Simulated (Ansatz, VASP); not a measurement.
**Two plane-wave programs on Al2O3**

```
CELL_PARAMETERS angstrom
-1.39957 1.86831 4.40195
1.39957 -1.86831 4.40195
1.39957 1.86831 -4.40195
ATOMIC_POSITIONS crystal
Al 0.65548 0.65548 0.00000
Al 0.34453 0.34453 0.00000
O 0.50000 0.00000 0.50000
O 0.19638 0.69638 0.50000
O 0.80362 0.30362 0.50000
```

Alike in both runs: task relaxation of cell and atoms; functional PBE; k mesh 10 × 10 × 10; occupations gaussian, width 0.02 eV; no spin polarisation.

|  | VASP | Ansatz |
| --- | --- | --- |
| version | VASP 6.6.1 | Ansatz 0.2.0 |
| potentials or method | VASP PAW PBE potentials, release 64 (Al, O), cutoff 600 eV | scalar-relativistic, plane waves, PAW |
| valence electrons in the cell | 24 | 24 |

|  | VASP | Ansatz | Ansatz less VASP |
| --- | --- | --- | --- |
| gap on the k mesh at the Fermi level, each at its own relaxed structure (eV) | 5.21 | 5.20 | -0.003 |
| relaxed volume (Å³/atom) | 9.19 | 9.21 | +0.021 |
| relaxed length of the cell vector where the two differ most in proportion (Å) | 4.979 | 4.983 | +0.0033 |
